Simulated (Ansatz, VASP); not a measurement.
Two plane-wave programs on Ti2O

Contents of POSCAR:

```
Ti2O
1.0
    3.1862102260      0.0000000000      0.0000000000
   -1.5931051130      2.7593389975      0.0000000000
    0.0000000000      0.0000000000      5.1437346579
Ti O
2 1
Direct
    0.6666666667      0.3333333333      0.2787400000
    0.3333333333      0.6666666667      0.7212600000
    0.0000000000      0.0000000000      0.0000000000
```

The input INCAR.step1:

```
SYSTEM = Ti2O
  ALGO = Normal
  EDIFF = 1E-4
  ENCUT = 520
  GGA = PE
  ISMEAR = 0
  LASPH = .True.
  LCHARG = .False.
  LREAL = .False.
  LWAVE = .True.
  NBANDS = 22
  NELM = 60
  PREC = Accurate
  SIGMA = 0.1
```

Contents of INCAR.step2:

```
SYSTEM = Ti2O
  ALGO = Normal
  EDIFF = 1E-7
  ENCUT = 520
  ISIF = 2
  ISMEAR = 0
  ISTART = 1
  LASPH = .True.
  LCHARG = .True.
  LELF = .True.
  LMIXTAU = .True.
  LREAL = .False.
  LVHAR = .True.
  LWAVE = .False.
  METAGGA = R2SCAN
  NBANDS = 22
  NELM = 60
  PREC = Accurate
  SIGMA = 0.1
```

KPOINTS

```
k-points
0
Gamma
  18 18 10
  0 0 0
```

Input for Ansatz:

```yaml
crystal:
  lattice:
    - [3.186210226, 0.0, 0.0]
    - [-1.593105113, 2.7593389975, 0.0]
    - [0.0, 0.0, 5.1437346579]
  atoms:
    - { symbol: Ti, position: [0.6666666667, 0.3333333333, 0.27874] }
    - { symbol: Ti, position: [0.3333333333, 0.6666666667, 0.72126] }
    - { symbol: O, position: [0.0, 0.0, 0.0] }
basis:
  ecutwfc: 500
kpoints:
  mp_grid: { grid: [18, 18, 10] }
hamiltonian:
  xc: r2scan
scf:
  occupations: { method: gaussian, width: 0.1 }
  lower_state_search: "off"
output:
  forces: true
  stress: true
  eigenvalues: true
```

Alike in both runs: task single point; functional r2SCAN; k mesh 18 × 18 × 10; occupations gaussian, width 0.1 eV; no spin polarisation.

|  | VASP | Ansatz |
| --- | --- | --- |
| version | VASP 6.6.1 | Ansatz 0.2.0 |
| potentials or method | VASP PAW PBE potentials, release 64 (Ti_sv, O), cutoff 520 eV | scalar-relativistic, plane waves, PAW |
| valence electrons in the cell | 30 | 30 |

VASP gave:

* gap on the k mesh at the Fermi level (eV): none
* pressure (GPa): -26.9
* traceless stress, the component that is largest in VASP (GPa): 1.78
* rms of the force components (eV/Å): 0.352

Question: Which values does Ansatz return?

Answer: gap on the k mesh at the Fermi level (eV): none; pressure (GPa): -27.3; traceless stress, the component that is largest in VASP (GPa): 1.77; rms of the force components (eV/Å): 0.356.

VASP's potentials were made for PBE, not for r2SCAN. Atom by atom the forces differ by 0.004 eV/Å (rms over components). A gap of «none» marks a metal or a gap that the smearing closes. With one functional, cell and mesh, what is left measures potentials, basis and numerics.
